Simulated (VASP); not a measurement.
Write the native input for VASP 6.6.1 that does the following.

```
Task                   : dielectric tensor
Functional             : PBE
Potentials or basis    : VASP PAW PBE potentials, release 64 (P, B)
Cutoff                 : 520 eV
k mesh                 : 10 × 10 × 10
Occupations            : gaussian, width 0.01 eV
Spin                   : no spin polarisation
Dipole correction      : no
Further INCAR settings : ALGO = Normal; EDIFF = 1e-08
```

The structure of BP lies in POSCAR:

```
BP
1.0
    0.0000000000      2.2690000000      2.2690000000
    2.2690000000      0.0000000000      2.2690000000
    2.2690000000      2.2690000000      0.0000000000
P B
1 1
Direct
    0.7500000000      0.7500000000      0.7500000000
    0.0000000000      0.0000000000      0.0000000000
```

The input as run:

INCAR

```
SYSTEM = BP
  PREC = Accurate
  ENCUT = 520
  EDIFF = 1E-8
  ISMEAR = 0
  SIGMA = 0.01
  LREAL = .False.
  LASPH = .True.
  NELM = 60
  ALGO = Normal
  ISIF = 2
  LWAVE = .False.
  LCHARG = .False.
  GGA = PE
  LEPSILON = .True.
```

KPOINTS

```
Automatic mesh
0
Gamma
  10 10 10
  0 0 0
```

Potentials or basis: VASP PAW PBE potentials, release 64 (P, B).

The run is started by

```console
$ cat potpaw_PBE.64/P/POTCAR potpaw_PBE.64/B/POTCAR > POTCAR
$ mpirun -np 1 vasp_std > vasp.out
```

It gave:

```yaml
Band_gap_on_the_k_mesh: 1.24 eV, indirect (least direct gap 3.40 eV)
Electronic_dielectric_tensor_diagonal: 9.27
Born_charges_mean_of_the_diagonal: P +0.49; B -0.49 e
```

Wall time 50 s on 1 thread of Intel(R) Xeon(R) 6975P-C (Granite Rapids), with other jobs on the host, peak memory 0.2 GiB.
